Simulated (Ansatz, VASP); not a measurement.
# GaN: VASP beside Ansatz

```
Ga N
1.0
     3.18257    0.00000    0.00000
    -1.59129    2.75619    0.00000
     0.00000    0.00000    5.18541
Ga N
2 2
Direct
  0.33333 0.66667 0.99919
  0.66667 0.33333 0.49919
  0.33333 0.66667 0.37581
  0.66667 0.33333 0.87581
```

Alike in both runs: functional PBEsol; k mesh 10 × 10 × 6; occupations fermi-dirac, width 0.1 eV; no spin polarisation.

Ansatz relaxed the structure, and its values are those at the end. VASP's run is a single point on that final structure, the one shown.

|  | VASP | Ansatz |
| --- | --- | --- |
| version | VASP 6.6.1 | Ansatz 0.2.0 |
| potentials or method | VASP PAW PBE potentials, release 64 (Ga_d, N) | PAW with Ansatz's default frozen-core files, scalar-relativistic |
| plane-wave cutoff (eV) | 520 | 420 |
| valence electrons in the cell | 36 | 36 |

```csv
,VASP,Ansatz,Ansatz less VASP
pressure (GPa),-0.1,0.0,+0.14
```

VASP's potentials were made for PBE, not for PBEsol.
